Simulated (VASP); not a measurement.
# LiZn (Fd-3m) in VASP: further runs

LiZn is run at these levels: LDA; tasks: electric field gradients.

All numbers are computed with VASP 6.6.1; they aren't measurements. Logs are shortened: lines on timing, memory, paths and dates and some standing lists are left out, and cuts for length are marked.

**1. The cell of the first run**

Symmetry: Fd-3m, No. 227, cubic system. The conventional cell has a = 6.243 Å, b = 6.243 Å, c = 6.243 Å, α = 90.00°, β = 90.00°, γ = 90.00°. Within 3.6 Å of Li (site symmetry -43m) lie 4 Li at 2.70 Å and 10 Zn at 2.70 to 3.12 Å. Within 3.6 Å of Zn (site symmetry -43m) lie 10 Li at 2.70 to 3.12 Å and 4 Zn at 2.70 Å.

**2. Electric field gradients, LDA (15.21 Å³/atom)**

INCAR reads:

```
SYSTEM = LiZn
PREC     = Accurate       ! precision mode
ENCUT    = 520            ! plane-wave cutoff, eV
EDIFF    = 1E-8           ! SCF threshold, eV
ISMEAR   = -1             ! smearing method
SIGMA    = 0.08           ! smearing width, eV
LREAL    = .FALSE.        ! projectors in reciprocal space
LASPH    = .TRUE.         ! aspherical terms in the spheres
NELM     = 60             ! most SCF steps
ALGO     = Normal         ! electronic algorithm
ISIF     = 2              ! what is computed and relaxed
LWAVE    = .FALSE.        ! write WAVECAR
LCHARG   = .FALSE.        ! write CHGCAR
LEFG     = .TRUE.       
NBANDS   = 23             ! bands
```

KPOINTS reads:

```
Automatic mesh
0
G
  9 9 9
  0 0 0
```

POSCAR reads:

```
LiZn
1.0
    0.0000000000      3.1213356241      3.1213356241
    3.1213356241      0.0000000000      3.1213356241
    3.1213356241      3.1213356241      0.0000000000
Li Zn
2 2
Direct
    0.5000000000      0.5000000000      0.5000000000
    0.7500000000      0.7500000000      0.7500000000
    0.0000000000      0.0000000000      0.0000000000
    0.2500000000      0.2500000000      0.2500000000
```

Potentials or basis: VASP PAW LDA potentials, release 64 (Li_sv, Zn).

Command:

```
> cat potpaw_LDA.64/Li_sv/POTCAR potpaw_LDA.64/Zn/POTCAR > POTCAR
> mpirun -np 1 vasp_std > vasp.out
```

OUTCAR:

```text
SYSTEM = LiZn
   PREC = Accurate
   ENCUT = 520
   EDIFF = 1E-8
   ISMEAR = -1
   LREAL = .FALSE.
   LASPH = .TRUE.
   NELM = 60
   ISIF = 2

 ion  position               nearest neighbor table
   1  0.500  0.500  0.500-   4 2.70   4 2.70   4 2.70   4 2.70
   2  0.750  0.750  0.750-   3 2.70   3 2.70   3 2.70   3 2.70
   3  0.000  0.000  0.000-   2 2.70   2 2.70   2 2.70   4 2.70   4 2.70   4 2.70   4 2.70   2 2.70

   4  0.250  0.250  0.250-   3 2.70   3 2.70   3 2.70   1 2.70   1 2.70   1 2.70   3 2.70   1 2.70

  LATTYP: Found a face centered cubic cell.
 ALAT       =     6.2426712482

  Lattice vectors:

 A1 = (   0.0000000000,   3.1213356241,   3.1213356241)
 A2 = (   3.1213356241,   0.0000000000,   3.1213356241)
 A3 = (   3.1213356241,   3.1213356241,   0.0000000000)

Analysis of symmetry for initial positions (statically):
=====================================================================
 Subroutine PRICEL returns:
 Original cell was already a primitive cell.

 Routine SETGRP: Setting up the symmetry group for a
 face centered cubic supercell.

 Subroutine GETGRP returns: Found 48 space group operations
 (whereof 24 operations were pure point group operations)
 out of a pool of 48 trial point group operations.

The static configuration has the point symmetry T_d .
 The point group associated with its full space group is O_h .

Analysis of symmetry for dynamics (positions and initial velocities):
=====================================================================
 Subroutine PRICEL returns:
 Original cell was already a primitive cell.

 Routine SETGRP: Setting up the symmetry group for a
 face centered cubic supercell.

 Subroutine GETGRP returns: Found 48 space group operations
 (whereof 24 operations were pure point group operations)
 out of a pool of 48 trial point group operations.

The dynamic configuration has the point symmetry T_d .
 The point group associated with its full space group is O_h .

 Subroutine INISYM returns: Found 48 space group operations
 (whereof 24 operations are pure point group operations),
 and found     1 'primitive' translations

----------------------------------------------------------------------------------------

                                     Primitive cell

  volume of cell :      60.8207

  direct lattice vectors                    reciprocal lattice vectors
     0.000000000  3.121335624  3.121335624    -0.160187836  0.160187836  0.160187836
     3.121335624  0.000000000  3.121335624     0.160187836 -0.160187836  0.160187836
     3.121335624  3.121335624  0.000000000     0.160187836  0.160187836 -0.160187836

  length of vectors
     4.414235172  4.414235172  4.414235172     0.277453471  0.277453471  0.277453471

  position of ions in fractional coordinates (direct lattice)
     0.500000000  0.500000000  0.500000000
     0.750000000  0.750000000  0.750000000
     0.000000000  0.000000000  0.000000000
     0.250000000  0.250000000  0.250000000

  ion indices of the primitive-cell ions
   primitive index   ion index
                 1           1
                 2           2
                 3           3
                 4           4

----------------------------------------------------------------------------------------

 KPOINTS: Automatic mesh

Automatic generation of k-mesh.
 Grid dimensions read from file:
 generate k-points for:    9    9    9

 Generating k-lattice:

  Cartesian coordinates                     Fractional coordinates (reciprocal lattice)
    -0.017798648  0.017798648  0.017798648     0.111111111  0.000000000  0.000000000
     0.017798648 -0.017798648  0.017798648     0.000000000  0.111111111  0.000000000
[... 41 lines left out ...]
   number of dos      NEDOS =    301   number of ions     NIONS =      4
   total plane-waves  NPLWV =  46656
   dimension x,y,z NGX =    36 NGY =   36 NGZ =   36
   dimension x,y,z NGXF=    72 NGYF=   72 NGZF=   72
   ions per type =               2   2
   NGX,Y,Z   is equivalent  to a cutoff of  13.56, 13.56, 13.56 a.u.
   NGXF,Y,Z  is equivalent  to a cutoff of  27.12, 27.12, 27.12 a.u.
 SYSTEM =  LiZn
   PREC   = accura    normal or accurate (medium, high low for compatibility)
   ISTART =      0    job   : 0-new  1-cont  2-samecut
   ICHARG =      2    charge: 1-file 2-atom 10-const
   ISPIN  =      1    spin polarized calculation?
   LNONCOLLINEAR =      F non collinear calculations
   LSORBIT =      F    spin-orbit coupling
   LASPH  =      T    aspherical Exc in radial PAW
   ENCUT  =  520.0 eV  38.22 Ry    6.18 a.u.   8.21  8.21  8.21*2*pi/ulx,y,z
   NELM   =     60;   NELMIN=  2; NELMDL= -5     # of ELM steps
   EDIFF  = 0.1E-07   stopping-criterion for ELM
   LREAL  =      F    real-space projection
   EDIFFG = 0.1E-06   stopping-criterion for IOM
   NSW    =      0    number of steps for IOM
   IBRION =     -1    ionic relax: 0-MD 1-quasi-New 2-CG
   NFREE  =      0    steps in history (QN), initial steepest desc. (CG)
   ISIF   =      2    stress and relaxation
   ISYM   =      2    0-nonsym 1-usesym 2-fastsym
   POTIM  = 0.5000    time-step for ionic-motion
   TEBEG  =    0.0;   TEEND  =   0.0 temperature during run
   PSTRESS=    0.0 pullay stress
   NELECT =      30.0000    total number of electrons
   NUPDOWN=      -1.0000    fix difference up-down
   EMIN   =  10.00;   EMAX   =-10.00  energy-range for DOS
   EFERMI =   0.00;   METHOD = LEGACY
   ISMEAR =    -1;   SIGMA  =   0.08  broadening in eV -4-tet -1-fermi 0-gaus
   EFERMI_NEDOS =   21; number of points for ismear=-14 and -15
   IALGO  =     38    algorithm
   IMIX   =      4    mixing-type and parameters
     AMIX     =   0.40;   BMIX     =  1.00
     AMIX_MAG =   1.60;   BMIX_MAG =  1.00
  volume/ion in A,a.u.               =      15.21       102.61
  Fermi-wavevector in a.u.,A,eV,Ry     =   1.293495  2.444351 22.764309  1.673130
  Thomas-Fermi vector in A             =   2.425137
   LORBIT       =      0    0 simple, 1 ext, 2 COOP (PROOUT), +10 PAW based schemes
   GGA     = CA    functional components
   LHFCALC =     F    Hartree Fock is set to
   AEXX    =    0.0000 exact exchange contribution
   IVDW    =     0    specifies the selected vdW correction
   LEPSILON=     F    determine dielectric tensor
   LRPA    =     F    only Hartree local field effects (RPA)
 non-spin polarized calculation
  energy-cutoff  :      520.00
  volume of cell :       60.82
 maximum number of plane-waves:      1652
 NGX is ok and might be reduce to    36
   NGX = 17   NGY = 17   NGZ = 17

 number of electron      30.0000016 magnetization

 Free energy of the ion-electron system (eV)
  ---------------------------------------------------
  ext. energy  EPLUGINS =         0.00000000
  ---------------------------------------------------
  free energy    TOTEN  =        -8.64744529 eV

  energy without entropy =       -8.62379222  energy(sigma->0) =       -8.63561875

 E-fermi :   1.8003     XC(G=0):  -9.9459

 val. band max:        1.7672348791   @ k =   0.3333   0.2222   0.1111
 cond. band min:       1.8365966814   @ k =   0.4444   0.2222   0.0000
 fundamental gap:      0.0693618023
 Fermi energy:         1.8002705396

 k-point     1 :       0.0000    0.0000    0.0000
  band No.  band energies     occupation
      1     -43.3013      2.00000
      2     -43.2497      2.00000
      3      -5.6995      2.00000
      4      -5.5292      2.00000
      5      -5.5292      2.00000
      6      -5.5292      2.00000
[... 613 lines left out ...]
     22      12.7230      0.00000
     23      13.5844      0.00000

 [... further k-points ...]

------------------------ aborting loop because EDIFF is reached ----------------------------------------

  FORCE on cell =-STRESS in cart. coord.  units (eV):
  Direction    XX          YY          ZZ          XY          YZ          ZX
  --------------------------------------------------------------------------------------
  -------------------------------------------------------------------------------------
  Total       -2.2220180     -2.2220180     -2.2220180      0.0000000      0.0000000      0.0000000
  in kB      -58.5338035    -58.5338035    -58.5338035      0.0000000      0.0000000      0.0000000
  external PRESSURE =     -58.5338035 kB  Pullay stress =       0.0000000 kB

 VOLUME and BASIS-vectors are now :
 -----------------------------------------------------------------------------
  energy-cutoff  :      520.00
  volume of cell :       60.82
      direct lattice vectors                 reciprocal lattice vectors
     0.000000000  3.121335624  3.121335624    -0.160187836  0.160187836  0.160187836
     3.121335624  0.000000000  3.121335624     0.160187836 -0.160187836  0.160187836
     3.121335624  3.121335624  0.000000000     0.160187836  0.160187836 -0.160187836

 POSITION                                       TOTAL-FORCE (eV/Angst)
 -----------------------------------------------------------------------------------
      3.12134      3.12134      3.12134        -0.000000     -0.000000      0.000000
      4.68200      4.68200      4.68200         0.000000      0.000000      0.000000
      0.00000      0.00000      0.00000         0.000000      0.000000     -0.000000
      1.56067      1.56067      1.56067        -0.000000      0.000000     -0.000000
 -----------------------------------------------------------------------------------
    total drift:                                0.000000      0.000000      0.000000

  FREE ENERGIE OF THE ION-ELECTRON SYSTEM (eV)
  ---------------------------------------------------
  free  energy   TOTEN  =        -8.6474452929 eV

  energy  without entropy=       -8.6237922155  energy(sigma->0) =       -8.63561875

 Electric field gradients (V/A^2)
---------------------------------------------------------------------
 ion       V_xx      V_yy      V_zz      V_xy      V_xz      V_yz
---------------------------------------------------------------------
   1       0.000     0.000     0.000    -0.004    -0.004    -0.004
   2       0.000     0.000     0.000    -0.004    -0.004    -0.004
   3       0.000    -0.000    -0.000    -0.005    -0.005    -0.005
   4      -0.000    -0.000    -0.000    -0.005    -0.005    -0.005
---------------------------------------------------------------------

 Electric field gradients after diagonalization (V/A^2)
 (convention: |V_zz| > |V_xx| > |V_yy|)
----------------------------------------------------------------------
 ion       V_xx      V_yy      V_zz     asymmetry (V_yy - V_xx)/ V_zz
----------------------------------------------------------------------
   1       0.004     0.004    -0.008       0.000
   2       0.004     0.004    -0.008       0.000
   3       0.005     0.005    -0.009       0.000
   4       0.005     0.005    -0.009       0.000
----------------------------------------------------------------------

           NMR quadrupolar parameters

 Cq : quadrupolar parameter    Cq=e*Q*V_zz/h
 eta: asymmetry parameters     (V_yy - V_xx)/ V_zz
 Q  : nuclear electric quadrupole moment in mb (millibarn)
----------------------------------------------------------------------
 ion       Cq(MHz)       eta       Q (mb)
----------------------------------------------------------------------
   1      -0.000       0.000       1.000
   2      -0.000       0.000       1.000
   3      -0.000       0.000       1.000
   4      -0.000       0.000       1.000
----------------------------------------------------------------------
```

Run time: 82 s. Hardware: 1 thread of Intel Xeon 8259CL, shared host; peak memory 0.19 GiB.

Results:

```
Free energy                             : -8.6474 eV
Band gap on the k mesh                  : zero (bands 15 and 16 overlap by 4.44 eV)
Largest electric field gradient by atom : zero within the noise of the run
```

Caveat: the cutoff is under 1.25 times the usual one of these potentials, so pressure, stress and relaxed cells hold a basis-set (Pulay) error.

[end of part 1 of 3]
